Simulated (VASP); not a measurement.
The system is MnO2.

```
Mn O
1.0
     2.52460   -1.45760   -0.00040
     2.52460    1.45760   -0.00040
    -1.66533    0.00000    4.64320
Mn O
1 2
Cartesian
  0.0000 0.0000 0.0000
  3.3662 0.0000 0.9750
  0.0177 0.0000 3.6674
```

| Item | Value |
| --- | --- |
| Program | VASP 6.6.1 |
| Task | relaxation of cell and atoms |
| Functional | PBE |
| Dispersion | D3(BJ) |
| Potentials or basis | VASP PAW PBE potentials, release 64 (Mn_pv, O) |
| Cutoff | 600 eV |
| k mesh | 8 × 8 × 4 |
| Occupations | gaussian, width 0.1 eV |
| Spin | collinear spin, ferromagnetic start |
| Starting moments | [2.83, 0.0, 0.0] μB |

At the start: pressure -8.3 GPa; volume 11.39 Å³/atom.

Problem. How do energy, volume and symmetry change on relaxing?

Solution. Over 3 steps the energy falls by 14.1 meV/atom and the volume is 10.99 Å³/atom (-3.6 %); space group R-3m (No. 166, to 0.05 Å); moment 3.00 μB per cell.

Step by step:
```csv
step,energy change (eV),largest force (eV/Å),pressure (GPa),volume (Å³)
1,0.0000,0.6409,-8.27,34.17
2,0.0439,1.1596,13.66,31.34
3,-0.0423,0.0367,-0.29,32.96
```

Final structure:
```
Mn O
1.0
     2.49081   -1.43814   -0.00039
     2.49081    1.43814   -0.00039
    -1.64304    0.00000    4.60022
Mn O
1 2
Direct
  0.00000 0.00000 0.00000
  0.73508 0.73508 0.20739
  0.26492 0.26492 0.79261
```

Caveat: a cell with one magnetic atom can't hold antiferromagnetic order, which such compounds often take; the relaxation stopped at a loose force limit of 0.05 eV/Å, so its end isn't a converged minimum.
